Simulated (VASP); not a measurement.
# Li27H26O (a cell with a defect) in VASP: electric field gradients with PBE

Aim: the electric field gradients of Li27H26O (a cell with a defect) with PBE.

Everything below comes from runs of VASP 6.6.1. Logs are shortened: lines on timing, memory, paths and dates and some standing lists are left out, and cuts for length are marked.

### Step 1. The cell of the first run

The cell holds a defect, 54 atoms: a = 8.641 Å, b = 8.641 Å, c = 8.641 Å, α = 60.00°, β = 60.00°, γ = 60.00°.

### Step 2. Electric field gradients, PBE

INCAR

```
PREC = Accurate
ENCUT = 520
EDIFF = 1E-8
ISMEAR = -1
SIGMA = 0.01
LREAL = Auto
LASPH = True
NELM = 100
ALGO = Normal
ISIF = 2
LWAVE = False
LCHARG = False
GGA = PE
LEFG = True
NELECT = 114.0
NBANDS = 90
```

KPOINTS

```
Automatic mesh
0
Gamma
  3 3 3
```

POSCAR

```
Li27H26O
1.0
    0.0000000000      6.1102500000      6.1102500000
    6.1102500000      0.0000000000      6.1102500000
    6.1102500000      6.1102500000      0.0000000000
Li O H
27 1 26
Direct
    0.0000000000      0.0000000000      0.0000000000
    0.0000000000      0.0000000000      0.3333333333
    0.0000000000      0.0000000000      0.6666666667
    0.0000000000      0.3333333333      0.0000000000
    0.0000000000      0.3333333333      0.3333333333
    0.0000000000      0.3333333333      0.6666666667
    0.0000000000      0.6666666667      0.0000000000
    0.0000000000      0.6666666667      0.3333333333
    0.0000000000      0.6666666667      0.6666666667
    0.3333333333      0.0000000000      0.0000000000
    0.3333333333      0.0000000000      0.3333333333
    0.3333333333      0.0000000000      0.6666666667
    0.3333333333      0.3333333333      0.0000000000
    0.3333333333      0.3333333333      0.3333333333
    0.3333333333      0.3333333333      0.6666666667
    0.3333333333      0.6666666667      0.0000000000
    0.3333333333      0.6666666667      0.3333333333
    0.3333333333      0.6666666667      0.6666666667
    0.6666666667      0.0000000000      0.0000000000
    0.6666666667      0.0000000000      0.3333333333
    0.6666666667      0.0000000000      0.6666666667
    0.6666666667      0.3333333333      0.0000000000
    0.6666666667      0.3333333333      0.3333333333
    0.6666666667      0.3333333333      0.6666666667
    0.6666666667      0.6666666667      0.0000000000
    0.6666666667      0.6666666667      0.3333333333
    0.6666666667      0.6666666667      0.6666666667
    0.1666666667      0.1666666667      0.1666666667
    0.1666666667      0.1666666667      0.5000000000
    0.1666666667      0.1666666667      0.8333333333
    0.1666666667      0.5000000000      0.1666666667
    0.1666666667      0.5000000000      0.5000000000
    0.1666666667      0.5000000000      0.8333333333
    0.1666666667      0.8333333333      0.1666666667
    0.1666666667      0.8333333333      0.5000000000
    0.1666666667      0.8333333333      0.8333333333
    0.5000000000      0.1666666667      0.1666666667
    0.5000000000      0.1666666667      0.5000000000
    0.5000000000      0.1666666667      0.8333333333
    0.5000000000      0.5000000000      0.1666666667
    0.5000000000      0.5000000000      0.5000000000
    0.5000000000      0.5000000000      0.8333333333
    0.5000000000      0.8333333333      0.1666666667
    0.5000000000      0.8333333333      0.5000000000
    0.5000000000      0.8333333333      0.8333333333
    0.8333333333      0.1666666667      0.1666666667
    0.8333333333      0.1666666667      0.5000000000
    0.8333333333      0.1666666667      0.8333333333
    0.8333333333      0.5000000000      0.1666666667
    0.8333333333      0.5000000000      0.5000000000
    0.8333333333      0.5000000000      0.8333333333
    0.8333333333      0.8333333333      0.1666666667
    0.8333333333      0.8333333333      0.5000000000
    0.8333333333      0.8333333333      0.8333333333
```

Potentials or basis: VASP PAW PBE potentials, release 64 (Li_sv, O, H).

Launch:

```bash
$ cat potpaw_PBE.64/Li_sv/POTCAR potpaw_PBE.64/O/POTCAR potpaw_PBE.64/H/POTCAR > POTCAR
$ mpirun -np 1 vasp_std > vasp.out
```

OUTCAR:

```text
PREC = Accurate
   ENCUT = 520
   EDIFF = 1E-8
   ISMEAR = -1
   LREAL = Auto
   LASPH = True
   NELM = 100
   ISIF = 2
   GGA = PE
   NELECT = 114.0

 ion  position               nearest neighbor table
   1  0.000  0.000  0.000-
   2  0.000  0.000  0.333-  28 2.04
   3  0.000  0.000  0.667-
   4  0.000  0.333  0.000-  28 2.04
   5  0.000  0.333  0.333-  28 2.04
   6  0.000  0.333  0.667-
   7  0.000  0.667  0.000-
   8  0.000  0.667  0.333-
   9  0.000  0.667  0.667-
  10  0.333  0.000  0.000-  28 2.04
  11  0.333  0.000  0.333-  28 2.04
  12  0.333  0.000  0.667-
  13  0.333  0.333  0.000-  28 2.04
  14  0.333  0.333  0.333-
  15  0.333  0.333  0.667-
  16  0.333  0.667  0.000-
  17  0.333  0.667  0.333-
  18  0.333  0.667  0.667-
  19  0.667  0.000  0.000-
  20  0.667  0.000  0.333-
  21  0.667  0.000  0.667-
  22  0.667  0.333  0.000-
  23  0.667  0.333  0.333-
  24  0.667  0.333  0.667-
  25  0.667  0.667  0.000-
  26  0.667  0.667  0.333-
  27  0.667  0.667  0.667-
  28  0.167  0.167  0.167-   5 2.04  11 2.04  13 2.04  10 2.04   4 2.04   2 2.04
  29  0.167  0.167  0.500-
  30  0.167  0.167  0.833-
  31  0.167  0.500  0.167-
  32  0.167  0.500  0.500-
  33  0.167  0.500  0.833-
  34  0.167  0.833  0.167-
[... 18 lines left out ...]
  53  0.833  0.833  0.500-
  54  0.833  0.833  0.833-

  LATTYP: Found a face centered cubic cell.
 ALAT       =    12.2205000000

  Lattice vectors:

 A1 = (   0.0000000000,   6.1102500000,   6.1102500000)
 A2 = (   6.1102500000,   0.0000000000,   6.1102500000)
 A3 = (   6.1102500000,   6.1102500000,   0.0000000000)

Analysis of symmetry for initial positions (statically):
=====================================================================
 Subroutine PRICEL returns:
 Original cell was already a primitive cell.

 Routine SETGRP: Setting up the symmetry group for a
 face centered cubic supercell.

 Subroutine GETGRP returns: Found 48 space group operations
 (whereof  6 operations were pure point group operations)
 out of a pool of 48 trial point group operations.

The static configuration has the point symmetry C_3v.
 The point group associated with its full space group is O_h .

Analysis of symmetry for dynamics (positions and initial velocities):
=====================================================================
 Subroutine PRICEL returns:
 Original cell was already a primitive cell.

 Routine SETGRP: Setting up the symmetry group for a
 face centered cubic supercell.

 Subroutine GETGRP returns: Found 48 space group operations
 (whereof  6 operations were pure point group operations)
 out of a pool of 48 trial point group operations.

The dynamic configuration has the point symmetry C_3v.
 The point group associated with its full space group is O_h .

 Subroutine INISYM returns: Found 48 space group operations
 (whereof  6 operations are pure point group operations),
 and found     1 'primitive' translations

----------------------------------------------------------------------------------------

                                     Primitive cell

  volume of cell :     456.2543

  direct lattice vectors                    reciprocal lattice vectors
     0.000000000  6.110250000  6.110250000    -0.081829712  0.081829712  0.081829712
     6.110250000  0.000000000  6.110250000     0.081829712 -0.081829712  0.081829712
     6.110250000  6.110250000  0.000000000     0.081829712  0.081829712 -0.081829712

  length of vectors
     8.641198419  8.641198419  8.641198419     0.141733219  0.141733219  0.141733219

[... 162 lines left out ...]
   NELM   =    100;   NELMIN=  2; NELMDL= -5     # of ELM steps
   EDIFF  = 0.1E-07   stopping-criterion for ELM
   LREAL  =      T    real-space projection
   EDIFFG = 0.1E-06   stopping-criterion for IOM
   NSW    =      0    number of steps for IOM
   IBRION =     -1    ionic relax: 0-MD 1-quasi-New 2-CG
   NFREE  =      0    steps in history (QN), initial steepest desc. (CG)
   ISIF   =      2    stress and relaxation
   ISYM   =      2    0-nonsym 1-usesym 2-fastsym
   POTIM  = 0.5000    time-step for ionic-motion
   TEBEG  =    0.0;   TEEND  =   0.0 temperature during run
   PSTRESS=    0.0 pullay stress
   NELECT =     114.0000    total number of electrons
   NUPDOWN=      -1.0000    fix difference up-down
   EMIN   =  10.00;   EMAX   =-10.00  energy-range for DOS
   EFERMI =   0.00;   METHOD = LEGACY
   ISMEAR =    -1;   SIGMA  =   0.01  broadening in eV -4-tet -1-fermi 0-gaus
   EFERMI_NEDOS =   21; number of points for ismear=-14 and -15
   IALGO  =     38    algorithm
   IMIX   =      4    mixing-type and parameters
     AMIX     =   0.40;   BMIX     =  1.00
     AMIX_MAG =   1.60;   BMIX_MAG =  1.00
  volume/ion in A,a.u.               =       8.45        57.02
  Fermi-wavevector in a.u.,A,eV,Ry     =   1.031116  1.948526 14.465713  1.063200
  Thomas-Fermi vector in A             =   2.165248
   LORBIT       =      0    0 simple, 1 ext, 2 COOP (PROOUT), +10 PAW based schemes
   GGA     = PE    functional components
   LHFCALC =     F    Hartree Fock is set to
   AEXX    =    0.0000 exact exchange contribution
   IVDW    =     0    specifies the selected vdW correction
   LEPSILON=     F    determine dielectric tensor
   LRPA    =     F    only Hartree local field effects (RPA)
 non-spin polarized calculation
  energy-cutoff  :      520.00
  volume of cell :      456.25
 maximum number of plane-waves:     12339
   NGX = 33   NGY = 33   NGZ = 33

 number of electron     114.0000000 magnetization

 Free energy of the ion-electron system (eV)
  ---------------------------------------------------
  ext. energy  EPLUGINS =         0.00000000
  ---------------------------------------------------
  free energy    TOTEN  =      -168.40600651 eV

  energy without entropy =     -168.40600651  energy(sigma->0) =     -168.40600651

 E-fermi :   0.6487     XC(G=0):  -8.4666

 val. band max:        0.3367868889   @ k =   0.3333   0.0000   0.0000
 cond. band min:       3.2804009633   @ k =  -0.3333   0.3333   0.0000
 fundamental gap:      2.9436140745
 Fermi energy:         0.6486646844

 k-point     1 :       0.0000    0.0000    0.0000
  band No.  band energies     occupation
      1     -44.6464      2.00000
      2     -44.5713      2.00000
      3     -44.5543      2.00000
      4     -44.5543      2.00000
      5     -44.5543      2.00000
      6     -44.5512      2.00000
[... 277 lines left out ...]
     68       5.2088      0.00000
     69       5.3149      0.00000
 [bands above 69 left out]

------------------------ aborting loop because EDIFF is reached ----------------------------------------

  FORCE on cell =-STRESS in cart. coord.  units (eV):
  Direction    XX          YY          ZZ          XY          YZ          ZX
  --------------------------------------------------------------------------------------
  -------------------------------------------------------------------------------------
  Total       -2.1485245     -2.1485245     -2.1485245     -0.0000000      0.0000000     -0.0000000
  in kB       -7.5447345     -7.5447345     -7.5447345     -0.0000000      0.0000000     -0.0000000
  external PRESSURE =      -7.5447345 kB  Pullay stress =       0.0000000 kB

 VOLUME and BASIS-vectors are now :
 -----------------------------------------------------------------------------
  energy-cutoff  :      520.00
  volume of cell :      456.25
      direct lattice vectors                 reciprocal lattice vectors
     0.000000000  6.110250000  6.110250000    -0.081829712  0.081829712  0.081829712
     6.110250000  0.000000000  6.110250000     0.081829712 -0.081829712  0.081829712
     6.110250000  6.110250000  0.000000000     0.081829712  0.081829712 -0.081829712

 POSITION                                       TOTAL-FORCE (eV/Angst)
 -----------------------------------------------------------------------------------
      0.00000      0.00000      0.00000         0.087856      0.087856      0.087856
      2.03675      2.03675      0.00000         0.000000     -0.000000      1.008030
      4.07350      4.07350      0.00000        -0.087856     -0.087856      0.087856
      2.03675      0.00000      2.03675         0.000000      1.008030     -0.000000
      4.07350      2.03675      2.03675        -1.008030     -0.000000     -0.000000
      6.11025      4.07350      2.03675        -0.078596      0.078596     -0.000000
[... 46 lines left out ...]
      8.14700      8.14700     10.18375         0.000000     -0.000000     -0.102768
     10.18375     10.18375     10.18375        -0.004935     -0.004935     -0.004935
 -----------------------------------------------------------------------------------
    total drift:                                0.000012      0.000012      0.000012

  FREE ENERGIE OF THE ION-ELECTRON SYSTEM (eV)
  ---------------------------------------------------
  free  energy   TOTEN  =      -168.4060065111 eV

  energy  without entropy=     -168.4060065111  energy(sigma->0) =     -168.40600651

 Electric field gradients (V/A^2)
---------------------------------------------------------------------
 ion       V_xx      V_yy      V_zz      V_xy      V_xz      V_yz
---------------------------------------------------------------------
   1      -0.000    -0.000     0.000     0.012     0.012     0.012
   2       0.884     0.884    -1.769     0.009     0.004     0.004
   3      -0.001    -0.001     0.002     0.013    -0.001    -0.001
   4       0.884    -1.769     0.884     0.004     0.009     0.004
   5      -1.774     0.887     0.887     0.005     0.005    -0.000
   6      -0.098    -0.092     0.190     0.047     0.006    -0.000
[... 46 lines left out ...]
  53       0.016     0.016    -0.032    -0.000    -0.001    -0.001
  54       0.000    -0.000    -0.000     0.022     0.022     0.022
---------------------------------------------------------------------

 Electric field gradients after diagonalization (V/A^2)
 (convention: |V_zz| > |V_xx| > |V_yy|)
----------------------------------------------------------------------
 ion       V_xx      V_yy      V_zz     asymmetry (V_yy - V_xx)/ V_zz
----------------------------------------------------------------------
   1      -0.012    -0.012     0.025       0.000
   2       0.893     0.876    -1.769       0.010
   3       0.012     0.002    -0.014       0.714
   4       0.893     0.876    -1.769       0.010
   5       0.888     0.887    -1.774       0.001
   6      -0.142    -0.048     0.190       0.493
[... 46 lines left out ...]
  53       0.016     0.016    -0.032       0.001
  54      -0.022    -0.022     0.043       0.000
----------------------------------------------------------------------

           NMR quadrupolar parameters

 Cq : quadrupolar parameter    Cq=e*Q*V_zz/h
 eta: asymmetry parameters     (V_yy - V_xx)/ V_zz
 Q  : nuclear electric quadrupole moment in mb (millibarn)
----------------------------------------------------------------------
 ion       Cq(MHz)       eta       Q (mb)
----------------------------------------------------------------------
   1       0.000       0.000       1.000
   2      -0.004       0.010       1.000
   3      -0.000       0.714       1.000
   4      -0.004       0.010       1.000
   5      -0.004       0.001       1.000
   6       0.000       0.493       1.000
[... 46 lines left out ...]
  53      -0.000       0.001       1.000
  54       0.000       0.000       1.000
----------------------------------------------------------------------
```

Wall time 15 min (1 thread of AMD EPYC 7R43 (Zen 3), shared host); peak memory 0.53 GiB.

What came out:

| Quantity | Value |
| --- | --- |
| Free energy | -168.4060 eV |
| Largest force | 1.008 eV/Å |
| Largest electric field gradient by atom | Li +0.0, -1.8, -0.0, +0.2 (each value once); O +0.0; H -0.3, +0.0, -0.0 (each value once) V/Å² |

Forces on the atoms (eV/Å):
```
Li   0.088  0.088  0.088
Li   0.000  0.000  1.008
Li  -0.088 -0.088  0.088
Li   0.000  1.008  0.000
Li  -1.008  0.000  0.000
Li  -0.079  0.079  0.000
Li  -0.088  0.088 -0.088
Li  -0.079  0.000  0.079
Li   0.000  0.079  0.079
Li   1.008  0.000  0.000
Li   0.000 -1.008  0.000
Li   0.079 -0.079  0.000
Li   0.000  0.000 -1.008
Li  -0.088 -0.088 -0.088
Li   0.088  0.088 -0.088
Li   0.079  0.000 -0.079
Li   0.088 -0.088  0.088
Li   0.000 -0.079 -0.079
Li   0.088 -0.088 -0.088
Li   0.000 -0.079  0.079
Li   0.079  0.000  0.079
Li   0.000  0.079 -0.079
Li  -0.088  0.088  0.088
Li  -0.079  0.000 -0.079
Li   0.079  0.079  0.000
Li  -0.079 -0.079  0.000
Li   0.000  0.000  0.000
O    0.000  0.000  0.000
H    0.240  0.240  0.000
H   -0.240 -0.240  0.000
H    0.240  0.000  0.240
H    0.005 -0.005 -0.005
H    0.000 -0.240  0.240
H   -0.240  0.000 -0.240
H    0.000  0.240 -0.240
H   -0.005  0.005  0.005
H    0.000  0.240  0.240
H   -0.005  0.005 -0.005
H   -0.240  0.000  0.240
H   -0.005 -0.005  0.005
H    0.005  0.005  0.005
H    0.000  0.000  0.103
H   -0.240  0.240  0.000
H    0.000  0.103  0.000
H   -0.103  0.000  0.000
H    0.000 -0.240 -0.240
H    0.240  0.000 -0.240
H    0.005 -0.005  0.005
H    0.240 -0.240  0.000
H    0.103  0.000  0.000
H    0.000 -0.103  0.000
H    0.005  0.005 -0.005
H    0.000  0.000 -0.103
H   -0.005 -0.005 -0.005
```

Electric field gradients, principal values (V/Å²):
| atom | least | middle | greatest (by size) |
| --- | --- | --- | --- |
| 1 Li | -0.012 | -0.012 | 0.025 |
| 2 Li | 0.876 | 0.893 | -1.769 |
| 3 Li | 0.002 | 0.012 | -0.014 |
| 4 Li | 0.876 | 0.893 | -1.769 |
| 5 Li | 0.887 | 0.888 | -1.774 |
| 6 Li | -0.048 | -0.142 | 0.190 |
| 7 Li | 0.002 | 0.012 | -0.014 |
| 8 Li | -0.048 | -0.142 | 0.190 |
| 9 Li | -0.051 | -0.134 | 0.185 |
| 10 Li | 0.876 | 0.893 | -1.769 |
| 11 Li | 0.887 | 0.888 | -1.774 |
| 12 Li | -0.048 | -0.142 | 0.190 |
| 13 Li | 0.887 | 0.888 | -1.774 |
| 14 Li | -0.006 | -0.006 | 0.012 |
| 15 Li | -0.001 | -0.007 | 0.009 |
| 16 Li | -0.048 | -0.142 | 0.190 |
| 17 Li | -0.001 | -0.007 | 0.009 |
| 18 Li | -0.056 | -0.133 | 0.189 |
| 19 Li | 0.002 | 0.012 | -0.014 |
| 20 Li | -0.048 | -0.142 | 0.190 |
| 21 Li | -0.051 | -0.134 | 0.185 |
| 22 Li | -0.048 | -0.142 | 0.190 |
| 23 Li | -0.001 | -0.007 | 0.009 |
| 24 Li | -0.056 | -0.133 | 0.189 |
| 25 Li | -0.051 | -0.134 | 0.185 |
| 26 Li | -0.056 | -0.133 | 0.189 |
| 27 Li | -0.002 | -0.002 | 0.003 |
| 28 O | -0.001 | -0.001 | 0.003 |
| 29 H | 0.117 | 0.154 | -0.271 |
| 30 H | 0.118 | 0.154 | -0.271 |
| 31 H | 0.117 | 0.154 | -0.271 |
| 32 H | -0.020 | -0.024 | 0.044 |
| 33 H | 0.117 | 0.153 | -0.270 |
| 34 H | 0.118 | 0.154 | -0.271 |
| 35 H | 0.117 | 0.153 | -0.270 |
| 36 H | -0.022 | -0.023 | 0.044 |
| 37 H | 0.117 | 0.154 | -0.271 |
| 38 H | -0.020 | -0.024 | 0.044 |
| 39 H | 0.117 | 0.153 | -0.270 |
| 40 H | -0.020 | -0.024 | 0.044 |
| 41 H | -0.021 | -0.021 | 0.042 |
| 42 H | 0.015 | 0.018 | -0.033 |
| 43 H | 0.117 | 0.153 | -0.270 |
| 44 H | 0.015 | 0.018 | -0.033 |
| 45 H | 0.016 | 0.016 | -0.032 |
| 46 H | 0.118 | 0.154 | -0.271 |
| 47 H | 0.117 | 0.153 | -0.270 |
| 48 H | -0.022 | -0.023 | 0.044 |
| 49 H | 0.117 | 0.153 | -0.270 |
| 50 H | 0.015 | 0.018 | -0.033 |
| 51 H | 0.016 | 0.016 | -0.032 |
| 52 H | -0.022 | -0.023 | 0.044 |
| 53 H | 0.016 | 0.016 | -0.032 |
| 54 H | -0.022 | -0.022 | 0.043 |

Caveat: the cell carries a net charge on a neutralising background, which shifts energy and pressure; the cell is charged against a uniform background, so pressure and absolute levels hang on convention; the cutoff is under 1.25 times the usual one of these potentials, so pressure, stress and relaxed cells hold a basis-set (Pulay) error; without QUAD_EFG the Cq values of the log hold for a quadrupole moment of 1 mb, not for the nuclei.
